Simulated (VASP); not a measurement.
# In2Bi (P-6m2) in VASP: further runs

In2Bi is run at these levels: LDA; tasks: single point, relaxation of cell and atoms.

All numbers are computed with VASP 6.6.1; they aren't measurements. Logs are shortened: lines on timing, memory, paths and dates and some standing lists are left out, and cuts for length are marked.

### Step 1. The cell of the first run

It takes space group P-6m2 (No. 187, hexagonal). Conventional cell: a = 5.430 Å, b = 5.430 Å, c = 3.188 Å, α = 90.00°, β = 90.00°, γ = 120.00°. Within 4.1 Å of In (site symmetry -6m2) lie 3 Bi at 3.13 Å and 8 In at 3.19 to 3.52 Å. In (site symmetry -6m2) has 8 In at 3.19 to 3.52 Å and 6 Bi at 3.52 Å within 4.2 Å. Within 4.1 Å of Bi (site symmetry -6m2) lie 9 In at 3.13 to 3.52 Å and 2 Bi at 3.19 Å.

### Step 2. Single point, LDA

Contents of INCAR:

```
SYSTEM = In2Bi
PREC     = Accurate       ! precision mode
ENCUT    = 520            ! plane-wave cutoff, eV
EDIFF    = 1E-6           ! SCF threshold, eV
ISMEAR   = 0              ! smearing method
SIGMA    = 0.1            ! smearing width, eV
LREAL    = .False.        ! projectors in reciprocal space
LASPH    = .True.         ! aspherical terms in the spheres
NELM     = 60             ! most SCF steps
ALGO     = Fast           ! electronic algorithm
ISIF     = 2              ! what is computed and relaxed
LWAVE    = .False.        ! write WAVECAR
LCHARG   = .True.         ! write CHGCAR
LELF     = .True.         ! ELF
LVHAR    = .True.       
NBANDS   = 28             ! bands
```

Contents of KPOINTS:

```
Automatic mesh
0
Gamma
  9 9 12
  0 0 0
```

Contents of POSCAR:

```
In2Bi
1.0
    5.4297914565      0.0000000000      0.0000000000
   -2.7148957282      4.7023373386      0.0000000000
    0.0000000000      0.0000000000      3.1879489735
In Bi
2 1
Direct
    0.0000000000      0.0000000000      0.5000000000
    0.3333333333      0.6666666667      0.0000000000
    0.6666666667      0.3333333333      0.5000000000
```

Potentials or basis: VASP PAW LDA potentials, release 64 (In_d, Bi_d).

On the command line:

```sh
$ cat potpaw_LDA.64/In_d/POTCAR potpaw_LDA.64/Bi_d/POTCAR > POTCAR
$ mpirun -np 1 vasp_std > vasp.out
```

OUTCAR:

```text
SYSTEM = In2Bi
   PREC = Accurate
   ENCUT = 520
   EDIFF = 1E-6
   ISMEAR = 0
   LREAL = .False.
   LASPH = .True.
   NELM = 60
   ISIF = 2

 ion  position               nearest neighbor table
   1  0.000  0.000  0.500-   3 3.13   3 3.13   3 3.13   2 3.52   2 3.52   2 3.52   2 3.52   2 3.52
                             2 3.52
   2  0.333  0.667  0.000-   1 3.52   1 3.52   3 3.52   3 3.52   3 3.52   3 3.52   1 3.52   1 3.52
                             1 3.52   1 3.52   3 3.52   3 3.52
   3  0.667  0.333  0.500-   1 3.13   1 3.13   1 3.13   2 3.52   2 3.52   2 3.52   2 3.52   2 3.52
                             2 3.52

  LATTYP: Found a hexagonal cell.
 ALAT       =     5.4297914565
 C/A-ratio  =     0.5871218074

  Lattice vectors:

 A1 = (   5.4297914565,   0.0000000000,   0.0000000000)
 A2 = (  -2.7148957282,   4.7023373386,   0.0000000000)
 A3 = (   0.0000000000,   0.0000000000,   3.1879489735)

Analysis of symmetry for initial positions (statically):
=====================================================================
 Subroutine PRICEL returns:
 Original cell was already a primitive cell.

 Routine SETGRP: Setting up the symmetry group for a
 hexagonal supercell.

 Subroutine GETGRP returns: Found 12 space group operations
 (whereof 12 operations were pure point group operations)
 out of a pool of 24 trial point group operations.

The static configuration has the point symmetry D_3h.

Analysis of symmetry for dynamics (positions and initial velocities):
=====================================================================
 Subroutine PRICEL returns:
 Original cell was already a primitive cell.

 Routine SETGRP: Setting up the symmetry group for a
 hexagonal supercell.

 Subroutine GETGRP returns: Found 12 space group operations
 (whereof 12 operations were pure point group operations)
 out of a pool of 24 trial point group operations.

The dynamic configuration has the point symmetry D_3h.

 Subroutine INISYM returns: Found 12 space group operations
 (whereof 12 operations are pure point group operations),
 and found     1 'primitive' translations

----------------------------------------------------------------------------------------

                                     Primitive cell

  volume of cell :      81.3970

  direct lattice vectors                    reciprocal lattice vectors
     5.429791457  0.000000000  0.000000000     0.184169136  0.106330100  0.000000000
    -2.714895728  4.702337339  0.000000000     0.000000000  0.212660200  0.000000000
     0.000000000  0.000000000  3.187948974     0.000000000  0.000000000  0.313681307

  length of vectors
     5.429791457  5.429791456  3.187948974     0.212660200  0.212660200  0.313681307

  position of ions in fractional coordinates (direct lattice)
     0.000000000  0.000000000  0.500000000
     0.333333333  0.666666667  0.000000000
     0.666666667  0.333333333  0.500000000

  ion indices of the primitive-cell ions
   primitive index   ion index
                 1           1
                 2           2
                 3           3

----------------------------------------------------------------------------------------

 KPOINTS: Automatic mesh

Automatic generation of k-mesh.
 Grid dimensions read from file:
 generate k-points for:    9    9   12

 Generating k-lattice:

  Cartesian coordinates                     Fractional coordinates (reciprocal lattice)
     0.020463237  0.011814456  0.000000000     0.111111111  0.000000000  0.000000000
     0.000000000  0.023628911  0.000000000     0.000000000  0.111111111  0.000000000
     0.000000000  0.000000000  0.026140109     0.000000000  0.000000000  0.083333333

  Length of vectors
     0.023628911  0.023628911  0.026140109

  Shift w.r.t. Gamma in fractional coordinates (k-lattice)
     0.000000000  0.000000000  0.000000000

 Subroutine IBZKPT returns following result:
 ===========================================

 Found     84 irreducible k-points:

 Following reciprocal coordinates:
            Coordinates               Weight
  0.000000  0.000000  0.000000      1.000000
  0.111111  0.000000  0.000000      6.000000
  0.222222  0.000000  0.000000      6.000000
  0.333333  0.000000  0.000000      6.000000
  0.444444  0.000000  0.000000      6.000000
  0.111111  0.111111  0.000000      6.000000
[... 16 lines left out ...]
  0.333333  0.222222  0.083333     24.000000
  0.333333  0.333333  0.083333      4.000000
 [... further k-points ...]
   k-points           NKPTS =     84   k-points in BZ     NKDIM =     84   number of bands    NBANDS=     28
   number of dos      NEDOS =    301   number of ions     NIONS =      3
   total plane-waves  NPLWV =  38400
   dimension x,y,z NGX =    40 NGY =   40 NGZ =   24
   dimension x,y,z NGXF=    80 NGYF=   80 NGZF=   48
   ions per type =               2   1
   NGX,Y,Z   is equivalent  to a cutoff of  12.25, 12.25, 12.52 a.u.
   NGXF,Y,Z  is equivalent  to a cutoff of  24.49, 24.49, 25.03 a.u.
 SYSTEM =  In2Bi
   PREC   = accura    normal or accurate (medium, high low for compatibility)
   ISTART =      0    job   : 0-new  1-cont  2-samecut
   ICHARG =      2    charge: 1-file 2-atom 10-const
   ISPIN  =      1    spin polarized calculation?
   LNONCOLLINEAR =      F non collinear calculations
   LSORBIT =      F    spin-orbit coupling
   LASPH  =      T    aspherical Exc in radial PAW
   ENCUT  =  520.0 eV  38.22 Ry    6.18 a.u.  10.10 10.10  5.93*2*pi/ulx,y,z
   NELM   =     60;   NELMIN=  2; NELMDL= -5     # of ELM steps
   EDIFF  = 0.1E-05   stopping-criterion for ELM
   LREAL  =      F    real-space projection
[... 7 lines left out ...]
   TEBEG  =    0.0;   TEEND  =   0.0 temperature during run
   PSTRESS=    0.0 pullay stress
   NELECT =      41.0000    total number of electrons
   NUPDOWN=      -1.0000    fix difference up-down
   EMIN   =  10.00;   EMAX   =-10.00  energy-range for DOS
   EFERMI =   0.00;   METHOD = LEGACY
   ISMEAR =     0;   SIGMA  =   0.10  broadening in eV -4-tet -1-fermi 0-gaus
   EFERMI_NEDOS =   21; number of points for ismear=-14 and -15
   IALGO  =     68    algorithm
   IMIX   =      4    mixing-type and parameters
     AMIX     =   0.40;   BMIX     =  1.00
     AMIX_MAG =   1.60;   BMIX_MAG =  1.00
  volume/ion in A,a.u.               =      27.13       183.10
  Fermi-wavevector in a.u.,A,eV,Ry     =   1.302567  2.461494 23.084738  1.696680
  Thomas-Fermi vector in A             =   2.433626
   LORBIT       =      0    0 simple, 1 ext, 2 COOP (PROOUT), +10 PAW based schemes
   GGA     = CA    functional components
   LHFCALC =     F    Hartree Fock is set to
   AEXX    =    0.0000 exact exchange contribution
   IVDW    =     0    specifies the selected vdW correction
   LEPSILON=     F    determine dielectric tensor
   LRPA    =     F    only Hartree local field effects (RPA)
 non-spin polarized calculation
 RMM-DIIS sequential band-by-band and
 Gauss-broadening in eV      SIGMA  =   0.10
  energy-cutoff  :      520.00
  volume of cell :       81.40
 maximum number of plane-waves:      2217
   NGX = 21   NGY = 21   NGZ = 11

 number of electron      41.0000017 magnetization

 Free energy of the ion-electron system (eV)
  ---------------------------------------------------
  ext. energy  EPLUGINS =         0.00000000
  ---------------------------------------------------
  free energy    TOTEN  =       -10.92858201 eV

  energy without entropy =      -10.92167993  energy(sigma->0) =      -10.92513097

 E-fermi :   7.5705     XC(G=0): -10.6282

 val. band max:        7.5638019282   @ k =   0.2222   0.2222   0.3333
 cond. band min:       7.5952046992   @ k =   0.3333   0.3333   0.1667
 fundamental gap:      0.0314027709
 Fermi energy:         7.5704833358

 k-point     1 :       0.0000    0.0000    0.0000
  band No.  band energies     occupation
      1     -15.2563      2.00000
      2     -15.0603      2.00000
      3     -15.0603      2.00000
      4     -14.9931      2.00000
      5     -14.9931      2.00000
      6      -7.0776      2.00000
[... 20 lines left out ...]
     27      16.5340      0.00000
     28      18.7202      0.00000

 k-point     2 :       0.1111    0.0000    0.0000
  band No.  band energies     occupation
      1     -15.2561      2.00000
      2     -15.0605      2.00000
      3     -15.0602      2.00000
      4     -14.9931      2.00000
      5     -14.9931      2.00000
      6      -7.0747      2.00000
[... 20 lines left out ...]
     27      16.3530      0.00000
     28      18.3921      0.00000

 k-point     3 :       0.2222    0.0000    0.0000
  band No.  band energies     occupation
      1     -15.2559      2.00000
      2     -15.0610      2.00000
      3     -15.0601      2.00000
      4     -14.9932      2.00000
      5     -14.9931      2.00000
      6      -7.0669      2.00000
[... 20 lines left out ...]
     27      15.9159      0.00000
     28      17.7145      0.00000

 k-point     4 :       0.3333    0.0000    0.0000
  band No.  band energies     occupation
      1     -15.2555      2.00000
      2     -15.0616      2.00000
      3     -15.0600      2.00000
      4     -14.9932      2.00000
      5     -14.9931      2.00000
      6      -7.0569      2.00000
[... 578 lines left out ...]
     27      15.1915      0.00000
     28      17.2330      0.00000

 k-point    23 :       0.3333    0.2222    0.0833
  band No.  band energies     occupation
      1     -15.2318      2.00000
      2     -15.0607      2.00000
      3     -15.0595      2.00000
      4     -15.0014      2.00000
      5     -15.0013      2.00000
      6      -7.0126      2.00000
[... 20 lines left out ...]
     27      14.7242      0.00000
     28      16.7762      0.00000

 k-point    24 :       0.3333    0.3333    0.0833
  band No.  band energies     occupation
      1     -15.2318      2.00000
      2     -15.0605      2.00000
      3     -15.0598      2.00000
      4     -15.0013      2.00000
      5     -15.0013      2.00000
      6      -7.0061      2.00000
[... 20 lines left out ...]
     27      14.3916      0.00000
     28      16.2580      0.00000

 [... further k-points ...]

------------------------ aborting loop because EDIFF is reached ----------------------------------------

  FORCE on cell =-STRESS in cart. coord.  units (eV):
  Direction    XX          YY          ZZ          XY          YZ          ZX
  --------------------------------------------------------------------------------------
  -------------------------------------------------------------------------------------
  Total        0.0107316      0.0107316      0.0009492      0.0000000     -0.0000000     -0.0000000
  in kB        0.2112352      0.2112352      0.0186827      0.0000000     -0.0000000     -0.0000000
  external PRESSURE =       0.1470510 kB  Pullay stress =       0.0000000 kB

 VOLUME and BASIS-vectors are now :
 -----------------------------------------------------------------------------
  energy-cutoff  :      520.00
  volume of cell :       81.40
      direct lattice vectors                 reciprocal lattice vectors
     5.429791457  0.000000000  0.000000000     0.184169136  0.106330100  0.000000000
    -2.714895728  4.702337339  0.000000000     0.000000000  0.212660200  0.000000000
     0.000000000  0.000000000  3.187948974     0.000000000  0.000000000  0.313681307

 POSITION                                       TOTAL-FORCE (eV/Angst)
 -----------------------------------------------------------------------------------
      0.00000      0.00000      1.59397        -0.000000     -0.000000      0.000000
     -0.00000      3.13489      0.00000         0.000000      0.000000      0.000000
      2.71490      1.56745      1.59397         0.000000      0.000000      0.000000
 -----------------------------------------------------------------------------------
    total drift:                                0.000000     -0.000000      0.000000

  FREE ENERGIE OF THE ION-ELECTRON SYSTEM (eV)
  ---------------------------------------------------
  free  energy   TOTEN  =       -10.9285820129 eV

  energy  without entropy=      -10.9216799254  energy(sigma->0) =      -10.92513097
```

Run time: 72 s. Hardware: 1 thread of Intel Xeon 6975P-C (Granite Rapids), shared host; peak memory 0.28 GiB.

Results:

```
Free energy            : -10.9286 eV
Pressure               : 0.0 GPa
Band gap on the k mesh : zero (an odd number of electrons rules out a gap without spin polarisation)
```

Levels at points of the mesh, in eV from the Fermi level:
```
           k point  band 18  band 19  band 20  band 21  band 22  band 23  band 24  band 25
(0.00, 0.00, 0.00)    -3.19    -2.70    -2.70    -1.22    -1.22     3.92     8.13     8.94
(0.00, 0.00, 0.50)    -2.54    -0.98    -0.49    -0.49     0.71     1.00     2.27     2.27
```

Caveat: spin-orbit coupling is left out, which moves the levels of the heavy elements.

(Continued in part 2 of 2.)

The gap in the log of VASP goes by the Fermi energy; the results here count the filled bands.